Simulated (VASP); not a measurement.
# AgCl in VASP: a series of runs, part 2 of 2

VASP 6.6.1. The steps go on from the part before.

## Step 3: Single point, r2SCAN (uniaxial z strain -2.3%)

The input, POSCAR:

```
AgCl
1.0
    0.0000000000      2.9932461898      2.9255988259
    2.9932461898      0.0000000000      2.9255988259
    2.9932461898      2.9932461898      0.0000000000
Ag Cl
1 1
Direct
    0.0000000000      0.0000000000      0.0000000000
    0.2500000000      0.2500000000      0.2500000000
```

The input, INCAR.step1:

```
SYSTEM = AgCl
ALGO = Normal
EDIFF = 1E-4
ENCUT = 520
GGA = PE
ISMEAR = 0
LASPH = .TRUE.
LCHARG = .FALSE.
LREAL = .FALSE.
LWAVE = .TRUE.
NBANDS = 16
NELM = 60
PREC = Accurate
SIGMA = 0.01
```

The input, INCAR.step2:

```
SYSTEM = AgCl
ALGO = Normal
EDIFF = 1E-7
ENCUT = 520
ISIF = 2
ISMEAR = 0
ISTART = 1
LASPH = .TRUE.
LCHARG = .FALSE.
LMIXTAU = .TRUE.
LREAL = .FALSE.
LWAVE = .FALSE.
METAGGA = R2SCAN
NBANDS = 16
NELM = 60
PREC = Accurate
SIGMA = 0.01
```

The input, KPOINTS:

```
k-points
0
G
  8 8 8
  0 0 0
```

Potentials or basis: VASP PAW PBE potentials, release 64 (Ag, Cl).

Command:

```bash
> cat potpaw_PBE.64/Ag/POTCAR potpaw_PBE.64/Cl/POTCAR > POTCAR
> cp INCAR.step1 INCAR
> mpirun -np 1 vasp_std > vasp.out
> cp INCAR.step2 INCAR
> mpirun -np 1 vasp_std > vasp.out
```

OUTCAR:

```text
SYSTEM = AgCl
   EDIFF = 1E-7
   ENCUT = 520
   ISIF = 2
   ISMEAR = 0
   ISTART = 1
   LASPH = .TRUE.
   LREAL = .FALSE.
   METAGGA = R2SCAN
   NELM = 60
   PREC = Accurate

 ion  position               nearest neighbor table
   1  0.000  0.000  0.000-   2 2.57   2 2.57   2 2.57   2 2.57
   2  0.250  0.250  0.250-   1 2.57   1 2.57   1 2.57   1 2.57

  LATTYP: Found a body centered tetragonal cell.
 ALAT       =     4.2330893571
 C/A-ratio  =     1.3822523359

  Lattice vectors:

 A1 = (   0.0000000000,  -2.9932461898,  -2.9255988259)
 A2 = (   0.0000000000,   2.9932461898,  -2.9255988259)
 A3 = (   2.9932461898,   0.0000000000,   2.9255988259)

Analysis of symmetry for initial positions (statically):
=====================================================================
 Subroutine PRICEL returns:
 Original cell was already a primitive cell.

 Routine SETGRP: Setting up the symmetry group for a
 body centered tetragonal supercell.

 Subroutine GETGRP returns: Found  8 space group operations
 (whereof  8 operations were pure point group operations)
 out of a pool of 16 trial point group operations.

The static configuration has the point symmetry D_2d.
[... 160 lines left out ...]

 E-fermi :   1.8489     XC(G=0):  -9.2229

 val. band max:        1.7298638052   @ k =   0.0000   0.0000   0.0000
 cond. band min:       3.2817663936   @ k =   0.0000   0.0000   0.0000
 fundamental gap:      1.5519025884
 Fermi energy:         1.8488575901

 k-point     1 :       0.0000    0.0000    0.0000
  band No.  band energies     occupation
      1     -13.9571      2.00000
      2      -2.6646      2.00000
      3      -2.6646      2.00000
      4      -2.6430      2.00000
      5      -0.5094      2.00000
      6      -0.4855      2.00000
[... 433 lines left out ...]
      3      -2.4898      2.00000
      4      -2.4228      2.00000
      5      -0.5299      2.00000
      6      -0.4245      2.00000
[... 8 lines left out ...]
     15      15.1333      0.00000
     16      15.3761      0.00000

 [... further k-points ...]

------------------------ aborting loop because EDIFF is reached ----------------------------------------

  FORCE on cell =-STRESS in cart. coord.  units (eV):
  Direction    XX          YY          ZZ          XY          YZ          ZX
  --------------------------------------------------------------------------------------
  -------------------------------------------------------------------------------------
  Total        0.2519844      0.2519844      0.2437469      0.0000000     -0.0000000      0.0000000
  in kB        7.7011331      7.7011331      7.4493787      0.0000000     -0.0000000      0.0000000
  external PRESSURE =       7.6172150 kB  Pullay stress =       0.0000000 kB

 VOLUME and BASIS-vectors are now :
 -----------------------------------------------------------------------------
  energy-cutoff  :      520.00
  volume of cell :       52.42
      direct lattice vectors                 reciprocal lattice vectors
     0.000000000  2.993246190  2.925598826    -0.167042725  0.167042725  0.170905182
     2.993246190  0.000000000  2.925598826     0.167042725 -0.167042725  0.170905182
     2.993246190  2.993246190  0.000000000     0.167042725  0.167042725 -0.170905182

 POSITION                                       TOTAL-FORCE (eV/Angst)
 -----------------------------------------------------------------------------------
      0.00000      0.00000      0.00000        -0.000000     -0.000000      0.000000
      1.49662      1.49662      1.46280         0.000000      0.000000     -0.000000
 -----------------------------------------------------------------------------------
    total drift:                                0.000001      0.000001      0.000007

  FREE ENERGIE OF THE ION-ELECTRON SYSTEM (eV)
  ---------------------------------------------------
  free  energy   TOTEN  =       -28.5409662651 eV

  energy  without entropy=      -28.5409662651  energy(sigma->0) =      -28.54096627
```

OUTCAR.step1:

```text
SYSTEM = AgCl
   EDIFF = 1E-4
   ENCUT = 520
   GGA = PE
   ISMEAR = 0
   LASPH = .TRUE.
   LREAL = .FALSE.
[... 677 lines left out ...]
      0.00000      0.00000      0.00000         0.000000      0.000000      0.000000
      1.49662      1.49662      1.46280        -0.000000     -0.000000     -0.000000
 -----------------------------------------------------------------------------------
    total drift:                               -0.000000     -0.000000     -0.000000

  FREE ENERGIE OF THE ION-ELECTRON SYSTEM (eV)
  ---------------------------------------------------
  free  energy   TOTEN  =        -5.4349108885 eV

  energy  without entropy=       -5.4349108885  energy(sigma->0) =       -5.43491089
```

OSZICAR.step1:

```text
N       E                     dE             d eps       ncg     rms          rms(c)
DAV:   1     0.985028462996E+02    0.98503E+02   -0.83730E+03  1944   0.980E+02
DAV:   2    -0.155572409893E+01   -0.10006E+03   -0.93113E+02  2368   0.214E+02
DAV:   3    -0.558432233766E+01   -0.40286E+01   -0.40200E+01  2296   0.449E+01
DAV:   4    -0.561894153234E+01   -0.34619E-01   -0.34615E-01  2592   0.449E+00
DAV:   5    -0.561951906111E+01   -0.57753E-03   -0.57752E-03  2272   0.573E-01    0.601E+00
DAV:   6    -0.543789076975E+01    0.18163E+00   -0.27812E-01  2512   0.669E+00    0.414E+00
DAV:   7    -0.543471392568E+01    0.31768E-02   -0.10500E-01  2088   0.211E+00    0.204E+00
DAV:   8    -0.543450774658E+01    0.20618E-03   -0.54931E-03  2368   0.758E-01    0.273E-01
DAV:   9    -0.543472468586E+01   -0.21694E-03   -0.67889E-04  2304   0.335E-01    0.406E-02
DAV:  10    -0.543490174231E+01   -0.17706E-03   -0.21330E-04  2208   0.104E-01    0.356E-02
DAV:  11    -0.543491088849E+01   -0.91462E-05   -0.10172E-05  1832   0.217E-02
   1 F= -.54349109E+01 E0= -.54349109E+01  d E =-.146459E-18
```

Wall time 2.6 min (1 thread of Intel Xeon Platinum 8259CL at 2.50GHz (Skylake/Cascade Lake), shared host); peak memory 0.21 GiB.

Results:

```
Free energy            : -28.5410 eV
Pressure               : 0.8 GPa
Band gap on the k mesh : 1.55 eV
```

Caveat: the cell differs from its parent crystal (uniaxial z strain -2.3%); the structure was generated, so it needn't be the stable form of AgCl; the PAW data sets were made with another functional, which shifts forces and pressure a little.

## Step 4: Single point, PBE (shear xy strain +4.5%)

The input, INCAR:

```
PREC = Accurate
ENCUT = 520
EDIFF = 1E-7
ISMEAR = -1
SIGMA = 0.02
LREAL = False
LASPH = True
NELM = 80
ALGO = Normal
ISIF = 2
LWAVE = False
LCHARG = True
GGA = PE
LELF = True
LVHAR = True
NBANDS = 16
```

The input, KPOINTS:

```
regular mesh
0
Gamma
  8 8 8
```

The input, POSCAR:

```
AgCl
1.0
    0.0674977016      2.9932461898      2.9932461898
    2.9932461898      0.0674977016      2.9932461898
    3.0607438914      3.0607438914      0.0000000000
Ag Cl
1 1
Direct
    0.0076236992      0.0076236992     -0.0076236992
    0.2423763008      0.2423763008      0.2576236992
```

Command:

```bash
> cat potpaw_PBE.64/Ag/POTCAR potpaw_PBE.64/Cl/POTCAR > POTCAR
> mpirun -np 1 vasp_std > vasp.out
```

Wall time 49 s (1 thread of Intel Xeon Platinum 8259CL at 2.50GHz (Skylake/Cascade Lake), shared host); peak memory 0.22 GiB.

It converged, with:

```
Free energy            : -5.4453 eV
Pressure               : 1.0 GPa
Band gap on the k mesh : 1.21 eV
```

Stress tensor (GPa, compression positive):
```
 1.01 -0.18  0.00
-0.18  1.01  0.00
 0.00  0.00  1.02
```

Levels at points of the mesh, in eV from the valence-band top:
| k point | band 6 | band 7 | band 8 | band 9 | band 10 | band 11 | band 12 | band 13 |
| --- | --- | --- | --- | --- | --- | --- | --- | --- |
| (0.00, 0.00, 0.00) | -2.16 | -0.09 | -0.04 | 0.00 | 1.21 | 7.81 | 8.08 | 8.37 |
| (0.50, 0.00, 0.00) | -2.06 | -1.97 | -0.63 | -0.51 | 3.66 | 6.75 | 8.24 | 8.34 |
| (0.50, 0.50, 0.00) | -2.01 | -1.75 | -1.39 | -1.38 | 4.63 | 5.55 | 8.68 | 10.52 |
| (0.00, 0.00, 0.50) | -2.08 | -2.03 | -0.71 | -0.60 | 3.79 | 6.56 | 8.52 | 8.61 |
| (0.50, 0.00, 0.50) | -2.00 | -1.74 | -1.37 | -1.37 | 4.76 | 5.40 | 8.63 | 10.63 |

Caveat: the cell differs from its parent crystal (shear xy strain +4.5%); the structure was generated, so it needn't be the stable form of AgCl.

## Step 5: Single point, r2SCAN (shear xy strain +4.5%)

POSCAR is that of step 4.

The input, INCAR.step1:

```
SYSTEM = AgCl
PREC     = Accurate       ! precision mode
ENCUT    = 520            ! plane-wave cutoff, eV
ISMEAR   = 0              ! smearing method
SIGMA    = 0.01           ! smearing width, eV
LREAL    = .FALSE.        ! projectors in reciprocal space
LASPH    = .TRUE.         ! aspherical terms in the spheres
NELM     = 100            ! most SCF steps
NBANDS   = 16             ! bands
GGA      = PE             ! functional
ALGO     = Normal         ! electronic algorithm
EDIFF    = 1E-4           ! SCF threshold, eV
LWAVE    = .TRUE.         ! write WAVECAR
LCHARG   = .FALSE.        ! write CHGCAR
```

The input, INCAR.step2:

```
SYSTEM = AgCl
PREC     = Accurate       ! precision mode
ENCUT    = 520            ! plane-wave cutoff, eV
EDIFF    = 1E-6           ! SCF threshold, eV
ISMEAR   = 0              ! smearing method
SIGMA    = 0.01           ! smearing width, eV
LREAL    = .FALSE.        ! projectors in reciprocal space
LASPH    = .TRUE.         ! aspherical terms in the spheres
NELM     = 100            ! most SCF steps
ALGO     = Normal         ! electronic algorithm
ISIF     = 2              ! what is computed and relaxed
LWAVE    = .FALSE.        ! write WAVECAR
LCHARG   = .FALSE.        ! write CHGCAR
METAGGA  = R2SCAN         ! meta-GGA
LMIXTAU  = .TRUE.       
NBANDS   = 16             ! bands
ISTART   = 1
```

The input, KPOINTS:

```
regular mesh
0
G
  8 8 8
  0 0 0
```

Command:

```bash
> cat potpaw_PBE.64/Ag/POTCAR potpaw_PBE.64/Cl/POTCAR > POTCAR
> cp INCAR.step1 INCAR
> mpirun -np 1 vasp_std > vasp.out
> cp INCAR.step2 INCAR
> mpirun -np 1 vasp_std > vasp.out
```

It took 2.6 min on 1 thread of Intel Xeon Platinum 8259CL at 2.50GHz (Skylake/Cascade Lake), shared host; peak memory 0.24 GiB.

The run converged. Its results:

| Item | Value |
| --- | --- |
| Free energy | -28.5433 eV |
| Pressure | -0.1 GPa |
| Largest force | 0.005 eV/Å |
| Band gap on the k mesh | 1.56 eV |

Forces in eV/Å, atoms in the order of the input:
```
Ag   0.000  0.000  0.005
Cl   0.000  0.000 -0.005
```

Stress tensor (GPa, compression positive):
```
-0.12 -0.11  0.00
-0.11 -0.12  0.00
 0.00  0.00 -0.12
```

Levels at points of the mesh, in eV from the valence-band top:
```tsv
k point	band 7	band 8	band 9	band 10	band 11	band 12
(0.00, 0.00, 0.00)	-0.10	-0.04	0.00	1.56	8.37	8.66
(0.50, 0.00, 0.00)	-1.98	-0.63	-0.52	4.11	7.04	8.74
(0.50, 0.50, 0.00)	-1.73	-1.40	-1.40	4.93	6.04	8.92
(0.00, 0.00, 0.50)	-2.04	-0.72	-0.61	4.25	6.84	9.04
(0.50, 0.00, 0.50)	-1.73	-1.39	-1.38	5.04	5.92	8.88
```

Caveat: the cell differs from its parent crystal (shear xy strain +4.5%); the structure was generated, so it needn't be the stable form of AgCl; the PAW data sets were made with another functional, which shifts forces and pressure a little.

## Step 6: Summary

| level | cell | smearing | gap on the mesh (eV) | pressure (GPa) |
| --- | --- | --- | --- | --- |
| PBE | a = 4.186, b = 4.186, c = 4.233 Å, angles 59.6, 59.6, 60.8°, 2 atoms, uniaxial z strain -2.3% | fermi-dirac 0.02 eV | 1.20 | 1.9 |
| r2SCAN | a = 4.186, b = 4.186, c = 4.233 Å, angles 59.6, 59.6, 60.8°, 2 atoms, uniaxial z strain -2.3% | gaussian 0.01 eV | 1.55 | 0.8 |
| PBE | a = 4.234, b = 4.234, c = 4.329 Å, angles 59.3, 59.3, 58.5°, 2 atoms, shear xy strain +4.5% | fermi-dirac 0.02 eV | 1.21 | 1.0 |
| r2SCAN | a = 4.234, b = 4.234, c = 4.329 Å, angles 59.3, 59.3, 58.5°, 2 atoms, shear xy strain +4.5% | gaussian 0.01 eV | 1.56 | -0.1 |

Alike in all rows: task single point; potentials or basis VASP PAW PBE potentials, release 64 (Ag, Cl); no spin polarisation; k mesh 8 × 8 × 8; cutoff (eV) 520.

Caveats: the structure was generated, so it needn't be the stable form of AgCl; the PAW data sets were made with another functional, which shifts forces and pressure a little (at least some runs).

Absolute energies hang on the potentials; compare differences alone.
